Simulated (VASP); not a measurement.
# InSb3 in VASP: further runs

The runs below take InSb3 through single point, with PBE.

Everything below comes from runs of VASP 6.6.1. Logs are shortened: lines on timing, memory, paths and dates and some standing lists are left out, and cuts for length are marked.

## 1. The cell of the first run

Symmetry: R-3m, No. 166, trigonal system. Conventional cell: a = 6.780 Å, b = 6.780 Å, c = 8.387 Å, α = 90.00°, β = 90.00°, γ = 120.00°. Within 4.5 Å of In (site symmetry -3m) lie 12 Sb at 3.39 to 3.41 Å. Within 4.5 Å of Sb (site symmetry 2/m) lie 4 In at 3.39 to 3.41 Å and 8 Sb at 3.39 to 3.41 Å.

The cell was built from a structure type or drawn by symmetry, and may not be a known phase.

## 2. Single point, PBE

INCAR

```
ALGO     = Normal         # electronic algorithm
EDIFF    = 1E-6           # SCF threshold, eV
ENCUT    = 520            # plane-wave cutoff, eV
GGA      = PE             # functional
ISIF     = 2              # what is computed and relaxed
ISMEAR   = 0              # smearing method
LASPH    = T              # aspherical terms in the spheres
LCHARG   = F              # write CHGCAR
LREAL    = F              # projectors in reciprocal space
LWAVE    = F              # write WAVECAR
NBANDS   = 22             # bands
NELM     = 100            # most SCF steps
PREC     = Accurate       # precision mode
SIGMA    = 0.1            # smearing width, eV
```

KPOINTS

```
k-points
0
Gamma
  6 6 6
```

POSCAR

```
InSb3
1.0
    3.3898103059      1.9571078918      2.7955500164
   -3.3898103059      1.9571078918      2.7955500164
    0.0000000000     -3.9142157861      2.7955500146
In Sb
1 3
Direct
    0.5000000000      0.5000000000      0.5000000000
    0.0000000000      0.0000000000      0.5000000000
    0.5000000000      0.0000000000      0.0000000000
    0.0000000000      0.5000000000      0.0000000000
```

Potentials or basis: VASP PAW PBE potentials, release 64 (In_d, Sb).

On the command line:

```bash
cat potpaw_PBE.64/In_d/POTCAR potpaw_PBE.64/Sb/POTCAR > POTCAR
mpirun -np 1 vasp_std > vasp.out
```

OUTCAR:

```text
EDIFF = 1E-6
   ENCUT = 520
   GGA = PE
   ISIF = 2
   ISMEAR = 0
   LASPH = T
   LREAL = F
   NELM = 100
   PREC = Accurate

 ion  position               nearest neighbor table
   1  0.500  0.500  0.500-   2 3.39   2 3.39   3 3.39   3 3.39   4 3.39   4 3.39   3 3.41   3 3.41
                             4 3.41   4 3.41   2 3.41   2 3.41
   2  0.000  0.000  0.500-   1 3.39   1 3.39   3 3.39   4 3.39   4 3.39   3 3.39   4 3.41   3 3.41
                             4 3.41   3 3.41   1 3.41   1 3.41
   3  0.500  0.000  0.000-   4 3.39   4 3.39   1 3.39   1 3.39   2 3.39   2 3.39   1 3.41   1 3.41
                             2 3.41   2 3.41   4 3.41   4 3.41
   4  0.000  0.500  0.000-   3 3.39   3 3.39   2 3.39   1 3.39   1 3.39   2 3.39   2 3.41   1 3.41
                             2 3.41   1 3.41   3 3.41   3 3.41

  LATTYP: Found a trigonal (rhomboedric) cell.
 ALAT       =     4.8100088466
 COS(alpha) =     0.0066803271

  Lattice vectors:

 A1 = (   3.3898103059,   1.9571078918,   2.7955500164)
 A2 = (  -3.3898103059,   1.9571078918,   2.7955500164)
 A3 = (   0.0000000000,  -3.9142157861,   2.7955500146)

Analysis of symmetry for initial positions (statically):
=====================================================================
 Subroutine PRICEL returns:
 Original cell was already a primitive cell.

 Routine SETGRP: Setting up the symmetry group for a
 trigonal (rhombohedral) supercell.

 Subroutine GETGRP returns: Found 12 space group operations
 (whereof 12 operations were pure point group operations)
 out of a pool of 12 trial point group operations.

The static configuration has the point symmetry D_3d.

Analysis of symmetry for dynamics (positions and initial velocities):
=====================================================================
 Subroutine PRICEL returns:
 Original cell was already a primitive cell.

 Routine SETGRP: Setting up the symmetry group for a
 trigonal (rhombohedral) supercell.

 Subroutine GETGRP returns: Found 12 space group operations
 (whereof 12 operations were pure point group operations)
 out of a pool of 12 trial point group operations.

The dynamic configuration has the point symmetry D_3d.

 Subroutine INISYM returns: Found 12 space group operations
 (whereof 12 operations are pure point group operations),
 and found     1 'primitive' translations

----------------------------------------------------------------------------------------

                                     Primitive cell

  volume of cell :     111.2778

  direct lattice vectors                    reciprocal lattice vectors
     3.389810306  1.957107892  2.795550016     0.147500879  0.085159672  0.119237120
    -3.389810306  1.957107892  2.795550016    -0.147500879  0.085159672  0.119237120
     0.000000000 -3.914215786  2.795550015     0.000000000 -0.170319345  0.119237120

  length of vectors
     4.810008847  4.810008847  4.810008847     0.207909042  0.207909042  0.207909042

  position of ions in fractional coordinates (direct lattice)
     0.500000000  0.500000000  0.500000000
     0.000000000  0.000000000  0.500000000
     0.500000000  0.000000000  0.000000000
     0.000000000  0.500000000  0.000000000

  ion indices of the primitive-cell ions
   primitive index   ion index
                 1           1
                 2           2
                 3           3
                 4           4

----------------------------------------------------------------------------------------

 KPOINTS: k-points

Automatic generation of k-mesh.
 Grid dimensions read from file:
 generate k-points for:    6    6    6

 Generating k-lattice:

  Cartesian coordinates                     Fractional coordinates (reciprocal lattice)
     0.024583480  0.014193279  0.019872853     0.166666667  0.000000000  0.000000000
    -0.024583480  0.014193279  0.019872853     0.000000000  0.166666667  0.000000000
     0.000000000 -0.028386557  0.019872853     0.000000000  0.000000000  0.166666667

  Length of vectors
     0.034651507  0.034651507  0.034651507

  Shift w.r.t. Gamma in fractional coordinates (k-lattice)
     0.000000000  0.000000000  0.000000000

 Subroutine IBZKPT returns following result:
 ===========================================

 Found     32 irreducible k-points:

 Following reciprocal coordinates:
            Coordinates               Weight
  0.000000  0.000000  0.000000      1.000000
  0.166667  0.000000  0.000000      6.000000
  0.333333  0.000000  0.000000      6.000000
  0.500000 -0.000000  0.000000      3.000000
  0.166667  0.166667  0.000000      6.000000
  0.333333  0.166667  0.000000     12.000000
[... 16 lines left out ...]
  0.500000  0.500000  0.166667      6.000000
 -0.333333  0.500000  0.166667     12.000000
 [... further k-points ...]
   k-points           NKPTS =     32   k-points in BZ     NKDIM =     32   number of bands    NBANDS=     22
   number of dos      NEDOS =    301   number of ions     NIONS =      4
   total plane-waves  NPLWV =  46656
   dimension x,y,z NGX =    36 NGY =   36 NGZ =   36
   dimension x,y,z NGXF=    72 NGYF=   72 NGZF=   72
   ions per type =               1   3
   NGX,Y,Z   is equivalent  to a cutoff of  12.44, 12.44, 12.44 a.u.
   NGXF,Y,Z  is equivalent  to a cutoff of  24.89, 24.89, 24.89 a.u.
 SYSTEM =  unknown system
   PREC   = accura    normal or accurate (medium, high low for compatibility)
   ISTART =      0    job   : 0-new  1-cont  2-samecut
   ICHARG =      2    charge: 1-file 2-atom 10-const
   ISPIN  =      1    spin polarized calculation?
   LNONCOLLINEAR =      F non collinear calculations
   LSORBIT =      F    spin-orbit coupling
   LASPH  =      T    aspherical Exc in radial PAW
   ENCUT  =  520.0 eV  38.22 Ry    6.18 a.u.   8.94  8.94  8.94*2*pi/ulx,y,z
   NELM   =    100;   NELMIN=  2; NELMDL= -5     # of ELM steps
   EDIFF  = 0.1E-05   stopping-criterion for ELM
   LREAL  =      F    real-space projection
[... 7 lines left out ...]
   TEBEG  =    0.0;   TEEND  =   0.0 temperature during run
   PSTRESS=    0.0 pullay stress
   NELECT =      28.0000    total number of electrons
   NUPDOWN=      -1.0000    fix difference up-down
   EMIN   =  10.00;   EMAX   =-10.00  energy-range for DOS
   EFERMI =   0.00;   METHOD = LEGACY
   ISMEAR =     0;   SIGMA  =   0.10  broadening in eV -4-tet -1-fermi 0-gaus
   EFERMI_NEDOS =   21; number of points for ismear=-14 and -15
   IALGO  =     38    algorithm
   IMIX   =      4    mixing-type and parameters
     AMIX     =   0.40;   BMIX     =  1.00
     AMIX_MAG =   1.60;   BMIX_MAG =  1.00
  volume/ion in A,a.u.               =      27.82       187.73
  Fermi-wavevector in a.u.,A,eV,Ry     =   1.033534  1.953095 14.533631  1.068192
  Thomas-Fermi vector in A             =   2.167785
   LORBIT       =      0    0 simple, 1 ext, 2 COOP (PROOUT), +10 PAW based schemes
   GGA     = PE    functional components
   LHFCALC =     F    Hartree Fock is set to
   AEXX    =    0.0000 exact exchange contribution
   IVDW    =     0    specifies the selected vdW correction
   LEPSILON=     F    determine dielectric tensor
   LRPA    =     F    only Hartree local field effects (RPA)
 non-spin polarized calculation
 Gauss-broadening in eV      SIGMA  =   0.10
  energy-cutoff  :      520.00
  volume of cell :      111.28
 maximum number of plane-waves:      3028
   NGX = 17   NGY = 17   NGZ = 17

 number of electron      28.0000009 magnetization

 Free energy of the ion-electron system (eV)
  ---------------------------------------------------
  ext. energy  EPLUGINS =         0.00000000
  ---------------------------------------------------
  free energy    TOTEN  =       -14.24895706 eV

  energy without entropy =      -14.23670158  energy(sigma->0) =      -14.24282932

 E-fermi :   7.8224     XC(G=0): -10.0516

 val. band max:        7.8067441636   @ k =   0.5000   0.3333   0.0000
 cond. band min:       7.8476247087   @ k =   0.1667   0.0000   0.0000
 fundamental gap:      0.0408805451
 Fermi energy:         7.8223872247

 k-point     1 :       0.0000    0.0000    0.0000
  band No.  band energies     occupation
      1      -6.7307      2.00000
      2      -6.7307      2.00000
      3      -6.7152      2.00000
      4      -6.7141      2.00000
      5      -6.7141      2.00000
      6      -4.3415      2.00000
[... 14 lines left out ...]
     21      12.7279      0.00000
     22      12.9913      0.00000

 k-point     2 :       0.1667    0.0000    0.0000
  band No.  band energies     occupation
      1      -6.7294      2.00000
      2      -6.7268      2.00000
      3      -6.7177      2.00000
      4      -6.7169      2.00000
      5      -6.7143      2.00000
      6      -4.1735      2.00000
[... 14 lines left out ...]
     21      13.4423      0.00000
     22      13.4666      0.00000

 k-point     3 :       0.3333    0.0000    0.0000
  band No.  band energies     occupation
      1      -6.7267      2.00000
      2      -6.7233      2.00000
      3      -6.7223      2.00000
      4      -6.7191      2.00000
      5      -6.7142      2.00000
      6      -3.6881      2.00000
[... 14 lines left out ...]
     21      12.5561      0.00000
     22      13.4709      0.00000
[... 476 lines left out ...]
 k-point    23 :       0.5000    0.5000    0.1667
  band No.  band energies     occupation
      1      -6.7493      2.00000
      2      -6.7304      2.00000
      3      -6.7295      2.00000
      4      -6.7126      2.00000
      5      -6.7002      2.00000
      6      -1.6378      2.00000
[... 14 lines left out ...]
     21      13.2738      0.00000
     22      15.3588      0.00000

 k-point    24 :      -0.3333    0.5000    0.1667
  band No.  band energies     occupation
      1      -6.7435      2.00000
      2      -6.7305      2.00000
      3      -6.7265      2.00000
      4      -6.7142      2.00000
      5      -6.7041      2.00000
      6      -2.3386      2.00000
[... 14 lines left out ...]
     21      12.7834      0.00000
     22      15.4660      0.00000

 [... further k-points ...]

------------------------ aborting loop because EDIFF is reached ----------------------------------------

  FORCE on cell =-STRESS in cart. coord.  units (eV):
  Direction    XX          YY          ZZ          XY          YZ          ZX
  --------------------------------------------------------------------------------------
  -------------------------------------------------------------------------------------
  Total        0.0068614      0.0068614     -0.0536861      0.0000000      0.0000000      0.0000000
  in kB        0.0987902      0.0987902     -0.7729723      0.0000000      0.0000000      0.0000000
  external PRESSURE =      -0.1917973 kB  Pullay stress =       0.0000000 kB

 VOLUME and BASIS-vectors are now :
 -----------------------------------------------------------------------------
  energy-cutoff  :      520.00
  volume of cell :      111.28
      direct lattice vectors                 reciprocal lattice vectors
     3.389810306  1.957107892  2.795550016     0.147500879  0.085159672  0.119237120
    -3.389810306  1.957107892  2.795550016    -0.147500879  0.085159672  0.119237120
     0.000000000 -3.914215786  2.795550015     0.000000000 -0.170319345  0.119237120

 POSITION                                       TOTAL-FORCE (eV/Angst)
 -----------------------------------------------------------------------------------
      0.00000     -0.00000      4.19333         0.000000      0.000000      0.000000
      0.00000     -1.95711      1.39778         0.000000     -0.000000     -0.000000
      1.69491      0.97855      1.39778         0.000000     -0.000000     -0.000000
     -1.69491      0.97855      1.39778        -0.000000      0.000000     -0.000000
 -----------------------------------------------------------------------------------
    total drift:                               -0.000000     -0.000000      0.000000

  FREE ENERGIE OF THE ION-ELECTRON SYSTEM (eV)
  ---------------------------------------------------
  free  energy   TOTEN  =       -14.2489570563 eV

  energy  without entropy=      -14.2367015797  energy(sigma->0) =      -14.24282932
```

Wall time 26 s (1 thread of Intel Xeon 6975P-C (Granite Rapids), shared host); peak memory 0.24 GiB.

What came out:

* Free energy: -14.2490 eV
* Pressure: 0.0 GPa
* Band gap on the k mesh: zero (bands 14 and 15 overlap by 4.55 eV)

Stress tensor (GPa, compression positive):
```
 0.01  0.00  0.00
 0.00  0.01  0.00
 0.00  0.00 -0.08
```

Caveat: spin-orbit coupling is left out, which moves the levels of the heavy elements.

## 3. Single point, PBE

This run uses another cell than the first one, of 27.90 Å³/atom.

INCAR

```
ALGO = Normal ; EDIFF = 1E-6
ENCUT = 520 ; GGA = PE
ISIF = 2 ; ISMEAR = 0
LASPH = T ; LCHARG = F
LREAL = F ; LWAVE = F
NBANDS = 22 ; NELM = 100
PREC = Accurate ; SIGMA = 0.1
```

KPOINTS

```
k-points
0
Gamma
  12 12 12
```

POSCAR

```
InSb3
1.0
    3.4041950260      1.9654129146      2.7797463395
   -3.4041950260      1.9654129146      2.7797463395
    0.0000000000     -3.9308258293      2.7797463394
In Sb
1 3
Direct
    0.5000000000      0.5000000000      0.5000000000
    0.0000000000      0.0000000000      0.5000000000
    0.5000000000      0.0000000000      0.0000000000
    0.0000000000      0.5000000000      0.0000000000
```

Potentials or basis: VASP PAW PBE potentials, release 64 (In_d, Sb).

On the command line:

```bash
cat potpaw_PBE.64/In_d/POTCAR potpaw_PBE.64/Sb/POTCAR > POTCAR
mpirun -np 1 vasp_std > vasp.out
```

Run time: 2 min. Hardware: 1 thread of Intel Xeon 6975P-C (Granite Rapids), shared host; peak memory 0.53 GiB.

It converged, with:

| Item | Value |
| --- | --- |
| Free energy | -14.2614 eV |
| Pressure | -0.1 GPa |
| Band gap on the k mesh | zero (bands 14 and 15 overlap by 4.57 eV) |

Levels at points of the mesh, in eV from the Fermi level:
```csv
k point,band 10,band 11,band 12,band 13,band 14,band 15,band 16,band 17,band 18,band 19
"(0.00, 0.00, 0.00)",-4.23,-4.23,-3.54,0.47,0.47,0.47,1.76,1.76,1.76,4.74
"(0.50, 0.00, 0.00)",-2.86,-2.86,-2.05,-2.05,-1.07,-0.81,2.00,2.18,2.18,2.45
"(0.50, 0.50, 0.00)",-2.44,-1.59,-1.59,-1.31,-1.07,-1.07,-0.43,1.10,3.27,3.47
"(0.50, 0.50, 0.50)",-4.91,-4.91,-4.91,-4.73,3.50,3.50,3.57,3.57,3.57,6.39
```

Caveat: spin-orbit coupling is left out, which moves the levels of the heavy elements.
